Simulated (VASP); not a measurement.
# Au (Fm-3m) in VASP: a series of runs

Au is run at these levels: LDA; tasks: single point.

Everything below comes from runs of VASP 6.6.1. Logs are shortened: lines on timing, memory, paths and dates and some standing lists are left out, and cuts for length are marked.

## Step 1: The cell of the first run

Symmetry: Fm-3m, No. 225, cubic system. The conventional cell has a = 4.046 Å, b = 4.046 Å, c = 4.046 Å, α = 90.00°, β = 90.00°, γ = 90.00°. Within 3.8 Å of Au (site symmetry m-3m) lie 12 Au at 2.86 Å.

## Step 2: Single point, LDA

INCAR

```
SYSTEM = Au
PREC = Accurate
ENCUT = 520
EDIFF = 1E-7
ISMEAR = 1
SIGMA = 0.1
LREAL = .FALSE.
LASPH = .TRUE.
NELM = 60
ALGO = Normal
ISIF = 2
LWAVE = .FALSE.
LCHARG = .TRUE.
LELF = .TRUE.
LVHAR = .TRUE.
NBANDS = 12
```

KPOINTS

```
Automatic mesh
0
G
  13 13 13
  0 0 0
```

POSCAR

```
Au
1.0
    0.0000000000      2.0229622709      2.0229622709
    2.0229622709      0.0000000000      2.0229622709
    2.0229622709      2.0229622709      0.0000000000
Au
1
Direct
    0.0000000000      0.0000000000      0.0000000000
```

Potentials or basis: VASP PAW LDA potentials, release 64 (Au).

The run is started by

```console
cat potpaw_LDA.64/Au/POTCAR > POTCAR
mpirun -np 1 vasp_std > vasp.out
```

OUTCAR:

```text
SYSTEM = Au
   PREC = Accurate
   ENCUT = 520
   EDIFF = 1E-7
   ISMEAR = 1
   LREAL = .FALSE.
   LASPH = .TRUE.
   NELM = 60
   ISIF = 2

 ion  position               nearest neighbor table
   1  0.000  0.000  0.000-

  LATTYP: Found a face centered cubic cell.
 ALAT       =     4.0459245418

  Lattice vectors:

 A1 = (   0.0000000000,   2.0229622709,   2.0229622709)
 A2 = (   2.0229622709,   0.0000000000,   2.0229622709)
 A3 = (   2.0229622709,   2.0229622709,   0.0000000000)

Analysis of symmetry for initial positions (statically):
=====================================================================
 Subroutine PRICEL returns:
 Original cell was already a primitive cell.

 Routine SETGRP: Setting up the symmetry group for a
 face centered cubic supercell.

 Subroutine GETGRP returns: Found 48 space group operations
 (whereof 48 operations were pure point group operations)
 out of a pool of 48 trial point group operations.

The static configuration has the point symmetry O_h .

Analysis of symmetry for dynamics (positions and initial velocities):
=====================================================================
 Subroutine PRICEL returns:
 Original cell was already a primitive cell.

 Routine SETGRP: Setting up the symmetry group for a
 face centered cubic supercell.

 Subroutine GETGRP returns: Found 48 space group operations
 (whereof 48 operations were pure point group operations)
 out of a pool of 48 trial point group operations.

The dynamic configuration has the point symmetry O_h .

 Subroutine INISYM returns: Found 48 space group operations
 (whereof 48 operations are pure point group operations),
 and found     1 'primitive' translations

----------------------------------------------------------------------------------------

                                     Primitive cell

  volume of cell :      16.5574

  direct lattice vectors                    reciprocal lattice vectors
     0.000000000  2.022962271  2.022962271    -0.247162296  0.247162296  0.247162296
     2.022962271  0.000000000  2.022962271     0.247162296 -0.247162296  0.247162296
     2.022962271  2.022962271  0.000000000     0.247162296  0.247162296 -0.247162296

  length of vectors
     2.860900680  2.860900680  2.860900680     0.428097655  0.428097655  0.428097655

  position of ions in fractional coordinates (direct lattice)
     0.000000000  0.000000000  0.000000000

  ion indices of the primitive-cell ions
   primitive index   ion index
                 1           1

----------------------------------------------------------------------------------------

 KPOINTS: Automatic mesh

Automatic generation of k-mesh.
 Grid dimensions read from file:
 generate k-points for:   13   13   13

 Generating k-lattice:

  Cartesian coordinates                     Fractional coordinates (reciprocal lattice)
    -0.019012484  0.019012484  0.019012484     0.076923077  0.000000000  0.000000000
     0.019012484 -0.019012484  0.019012484     0.000000000  0.076923077  0.000000000
     0.019012484  0.019012484 -0.019012484     0.000000000  0.000000000  0.076923077

  Length of vectors
     0.032930589  0.032930589  0.032930589

  Shift w.r.t. Gamma in fractional coordinates (k-lattice)
     0.000000000  0.000000000  0.000000000

 Subroutine IBZKPT returns following result:
 ===========================================

 Found     84 irreducible k-points:

 Following reciprocal coordinates:
            Coordinates               Weight
  0.000000  0.000000  0.000000      1.000000
  0.076923  0.000000  0.000000      8.000000
  0.153846  0.000000  0.000000      8.000000
  0.230769  0.000000  0.000000      8.000000
  0.307692  0.000000  0.000000      8.000000
  0.384615  0.000000  0.000000      8.000000
[... 16 lines left out ...]
  0.384615  0.153846  0.000000     24.000000
  0.461538  0.153846  0.000000     24.000000
 [... further k-points ...]
   k-points           NKPTS =     84   k-points in BZ     NKDIM =     84   number of bands    NBANDS=     12
   number of dos      NEDOS =    301   number of ions     NIONS =      1
   total plane-waves  NPLWV =  13824
   dimension x,y,z NGX =    24 NGY =   24 NGZ =   24
   dimension x,y,z NGXF=    48 NGYF=   48 NGZF=   48
   ions per type =               1
   NGX,Y,Z   is equivalent  to a cutoff of  13.95, 13.95, 13.95 a.u.
   NGXF,Y,Z  is equivalent  to a cutoff of  27.89, 27.89, 27.89 a.u.
 SYSTEM =  Au
   PREC   = accura    normal or accurate (medium, high low for compatibility)
   ISTART =      0    job   : 0-new  1-cont  2-samecut
   ICHARG =      2    charge: 1-file 2-atom 10-const
   ISPIN  =      1    spin polarized calculation?
   LNONCOLLINEAR =      F non collinear calculations
   LSORBIT =      F    spin-orbit coupling
   LASPH  =      T    aspherical Exc in radial PAW
   ENCUT  =  520.0 eV  38.22 Ry    6.18 a.u.   5.32  5.32  5.32*2*pi/ulx,y,z
   NELM   =     60;   NELMIN=  2; NELMDL= -5     # of ELM steps
   EDIFF  = 0.1E-06   stopping-criterion for ELM
   LREAL  =      F    real-space projection
   EDIFFG = 0.1E-05   stopping-criterion for IOM
   NSW    =      0    number of steps for IOM
   IBRION =     -1    ionic relax: 0-MD 1-quasi-New 2-CG
   NFREE  =      0    steps in history (QN), initial steepest desc. (CG)
   ISIF   =      2    stress and relaxation
   ISYM   =      2    0-nonsym 1-usesym 2-fastsym
   POTIM  = 0.5000    time-step for ionic-motion
   TEBEG  =    0.0;   TEEND  =   0.0 temperature during run
   PSTRESS=    0.0 pullay stress
   NELECT =      11.0000    total number of electrons
   NUPDOWN=      -1.0000    fix difference up-down
   EMIN   =  10.00;   EMAX   =-10.00  energy-range for DOS
   EFERMI =   0.00;   METHOD = LEGACY
   ISMEAR =     1;   SIGMA  =   0.10  broadening in eV -4-tet -1-fermi 0-gaus
   EFERMI_NEDOS =   21; number of points for ismear=-14 and -15
   IALGO  =     38    algorithm
   IMIX   =      4    mixing-type and parameters
     AMIX     =   0.40;   BMIX     =  1.00
     AMIX_MAG =   1.60;   BMIX_MAG =  1.00
  volume/ion in A,a.u.               =      16.56       111.74
  Fermi-wavevector in a.u.,A,eV,Ry     =   1.428481  2.699439 27.763495  2.040559
  Thomas-Fermi vector in A             =   2.548539
   LORBIT       =      0    0 simple, 1 ext, 2 COOP (PROOUT), +10 PAW based schemes
   GGA     = CA    functional components
   LHFCALC =     F    Hartree Fock is set to
   AEXX    =    0.0000 exact exchange contribution
   IVDW    =     0    specifies the selected vdW correction
   LEPSILON=     F    determine dielectric tensor
   LRPA    =     F    only Hartree local field effects (RPA)
 non-spin polarized calculation
 Methfessel and Paxton  Order N= 1 SIGMA  =   0.10
  energy-cutoff  :      520.00
  volume of cell :       16.56
 maximum number of plane-waves:       459
 NGX is ok and might be reduce to    24
   NGX = 11   NGY = 11   NGZ = 11

 number of electron      10.9999999 magnetization

 Free energy of the ion-electron system (eV)
  ---------------------------------------------------
  ext. energy  EPLUGINS =         0.00000000
  ---------------------------------------------------
  free energy    TOTEN  =        -4.44861677 eV

  energy without entropy =       -4.44808490  energy(sigma->0) =       -4.44843948

 E-fermi :   9.8220     XC(G=0): -13.1516

 val. band max:        9.8072874807   @ k =   0.4615   0.3846   0.0000
 cond. band min:       9.8359928772   @ k =   0.4615   0.3077   0.0000
 fundamental gap:      0.0287053965
 Fermi energy:         9.8220292831

 k-point     1 :       0.0000    0.0000    0.0000
  band No.  band energies     occupation
      1      -0.4430      2.00000
      2       4.9060      2.00000
      3       4.9060      2.00000
      4       4.9060      2.00000
      5       6.5236      2.00000
      6       6.5236      2.00000
      7      24.2235      0.00000
      8      28.3439      0.00000
      9      28.3439      0.00000
     10      28.3439      0.00000
     11      33.4683      0.00000
     12      38.3716      0.00000

 k-point     2 :       0.0769    0.0000    0.0000
  band No.  band energies     occupation
      1      -0.2316      2.00000
      2       4.8355      2.00000
      3       4.9795      2.00000
      4       4.9795      2.00000
      5       6.4905      2.00000
      6       6.4905      2.00000
      7      24.4812      0.00000
      8      27.1254      0.00000
      9      28.6086      0.00000
     10      28.6086      0.00000
     11      34.3565      0.00000
     12      36.4272      0.00000

 k-point     3 :       0.1538    0.0000    0.0000
  band No.  band energies     occupation
      1       0.3662      2.00000
      2       4.6895      2.00000
      3       5.1405      2.00000
      4       5.1405      2.00000
      5       6.4577      2.00000
      6       6.4577      2.00000
      7      24.4844      0.00000
      8      25.3653      0.00000
      9      29.3153      0.00000
     10      29.3153      0.00000
     11      32.7207      0.00000
     12      35.0442      0.00000
[... 286 lines left out ...]
 k-point    23 :       0.3846    0.1538    0.0000
  band No.  band energies     occupation
      1       2.5909      2.00000
      2       4.5041      2.00000
      3       4.8655      2.00000
      4       5.5891      2.00000
      5       7.6120      2.00000
      6       7.9046      2.00000
      7      18.0899      0.00000
      8      24.9545      0.00000
      9      25.3984      0.00000
     10      27.1372      0.00000
     11      33.5488      0.00000
     12      34.6243      0.00000

 k-point    24 :       0.4615    0.1538    0.0000
  band No.  band energies     occupation
      1       2.7011      2.00000
      2       4.5733      2.00000
      3       5.4001      2.00000
      4       5.4472      2.00000
      5       7.8315      2.00000
      6       9.4427      2.00000
      7      15.1212      0.00000
      8      24.0777      0.00000
      9      25.2572      0.00000
     10      26.1490      0.00000
     11      34.9383      0.00000
     12      36.0038      0.00000

 [... further k-points ...]
[... 5 lines left out ...]
  --------------------------------------------------------------------------------------
  -------------------------------------------------------------------------------------
  Total        0.0433776      0.0433776      0.0433776      0.0000000      0.0000000     -0.0000000
  in kB        4.1974248      4.1974248      4.1974248      0.0000000      0.0000000     -0.0000000
  external PRESSURE =       4.1974248 kB  Pullay stress =       0.0000000 kB

 VOLUME and BASIS-vectors are now :
 -----------------------------------------------------------------------------
  energy-cutoff  :      520.00
  volume of cell :       16.56
      direct lattice vectors                 reciprocal lattice vectors
     0.000000000  2.022962271  2.022962271    -0.247162296  0.247162296  0.247162296
     2.022962271  0.000000000  2.022962271     0.247162296 -0.247162296  0.247162296
     2.022962271  2.022962271  0.000000000     0.247162296  0.247162296 -0.247162296

 POSITION                                       TOTAL-FORCE (eV/Angst)
 -----------------------------------------------------------------------------------
      0.00000      0.00000      0.00000         0.000000      0.000000      0.000000
 -----------------------------------------------------------------------------------
    total drift:                               -0.000000      0.000000      0.000000

  FREE ENERGIE OF THE ION-ELECTRON SYSTEM (eV)
  ---------------------------------------------------
  free  energy   TOTEN  =        -4.4486167698 eV

  energy  without entropy=       -4.4480849034  energy(sigma->0) =       -4.44843948
```

Run time: 15 s. Hardware: 1 thread of Intel Xeon 8259CL, shared host; peak memory 0.14 GiB.

Results:

- Free energy: -4.4486 eV
- Pressure: 0.4 GPa

Caveat: spin-orbit coupling is left out, which moves the levels of the heavy elements.

## Step 3: Single point, LDA

INCAR

```
SYSTEM = Au
  PREC = Accurate
  ENCUT = 520
  EDIFF = 1E-6
  ISMEAR = 1
  SIGMA = 0.2
  LREAL = .False.
  LASPH = .True.
  NELM = 60
  ALGO = Normal
  ISIF = 2
  LWAVE = .False.
  LCHARG = .False.
  GGA = CA
  NBANDS = 12
```

KPOINTS

```
regular mesh
0
Gamma
  13 13 13
  0 0 0
```

POSCAR is that of step 2.

Potentials or basis: VASP PAW LDA potentials, release 64 (Au).

The run is started by

```console
cat potpaw_LDA.64/Au/POTCAR > POTCAR
mpirun -np 1 vasp_std > vasp.out
```

It took 13 s on 1 thread of Intel Xeon 8259CL, shared host; peak memory 0.14 GiB.

Results (log left out):

* Free energy: -4.4490 eV
* Pressure: 0.4 GPa

Levels at points of the mesh, in eV from the Fermi level:
```
           k point  band 4  band 5  band 6  band 7  band 8  band 9
(0.00, 0.00, 0.00)   -4.94   -3.32   -3.32   14.38   18.50   18.50
```

Caveat: spin-orbit coupling is left out, which moves the levels of the heavy elements.

(Part 1 of 2 ends here.)
